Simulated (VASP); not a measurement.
Wanted: the native input for a VASP 6.6.1 run.

```
Task                   : single point
Functional             : PBEsol
Potentials or basis    : VASP PAW PBE potentials, release 64 (Ti_sv, C)
Cutoff                 : 520 eV
k mesh                 : 16 × 16 × 16
Occupations            : gaussian, width 0.1 eV
Spin                   : no spin polarisation
Dipole correction      : no
Further INCAR settings : ALGO = Normal; EDIFF = 1e-06; NBANDS = 15
```

The structure of TiC lies in POSCAR:

```
TiC
1.0
    0.0000000000      2.0635732748      2.0635732748
    2.0635732748      0.0000000000      2.0635732748
    2.0635732748      2.0635732748      0.0000000000
Ti C
1 1
Direct
    0.0000000000      0.0000000000      0.0000000000
    0.5000000000      0.5000000000      0.5000000000
```

One way to write it, as run:

INCAR

```
SYSTEM = TiC
PREC = Accurate ; ENCUT = 520
EDIFF = 1E-6 ; ISMEAR = 0
SIGMA = 0.1 ; LREAL = .False.
LASPH = .True. ; NELM = 100
ALGO = Normal ; ISIF = 2
LWAVE = .False. ; LCHARG = .False.
GGA = PS ; NBANDS = 15
```

KPOINTS

```
Automatic mesh
0
Gamma
  16 16 16
  0 0 0
```

Potentials or basis: VASP PAW PBE potentials, release 64 (Ti_sv, C).

The run is started by

```sh
$ cat potpaw_PBE.64/Ti_sv/POTCAR potpaw_PBE.64/C/POTCAR > POTCAR
$ mpirun -np 1 vasp_std > vasp.out
```

It gave:

```yaml
Pressure: 40.1 GPa
Band_gap_on_the_k_mesh: zero (band 8 reaches 11.79 eV, above the bottom of band 9 at 10.66 eV)
```

Caveat: the PAW data sets were made with another functional, which shifts forces and pressure a little.

Wall time 18 s on 1 thread of Intel(R) Xeon(R) Platinum 8559C (Emerald Rapids) (shared host), peak memory 0.16 GiB.
